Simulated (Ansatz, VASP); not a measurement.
# Fe: VASP beside Ansatz

```
CELL_PARAMETERS angstrom
0.00000 2.43652 2.43652
2.43652 0.00000 2.43652
2.43652 2.43652 0.00000
ATOMIC_POSITIONS crystal
Fe 0.50000 0.50000 0.50000
Fe 0.75000 0.75000 0.75000
```

Alike in both runs: functional PBE; k mesh 6 × 6 × 6; occupations gaussian, width 0.1 eV; no spin polarisation.

Ansatz relaxed the structure, and its values are those at the end. VASP's run is a single point on that final structure, the one shown.

|  | VASP | Ansatz |
| --- | --- | --- |
| version | VASP 6.6.1 | Ansatz 0.2.0 |
| potentials or method | VASP PAW PBE potentials, release 64 (Fe), cutoff 520 eV | scalar-relativistic, plane waves, PAW |
| valence electrons in the cell | 16 | 32 |

Ansatz gave:

```
gap on the k mesh at the Fermi level (eV) : none
pressure (GPa)                            : 0.0
```

Question: Which values does VASP return?

Answer: gap on the k mesh at the Fermi level (eV): none; pressure (GPa): -1.4.

A gap of «none» marks a metal or a gap that the smearing closes. With one functional, cell and mesh, what is left measures potentials, basis and numerics. VASP's potentials hold 16 valence electrons a cell and Ansatz's 32, so a difference there can come from the potentials and not from the codes.

The k mesh is coarse, so the values compare programs but aren't converged.
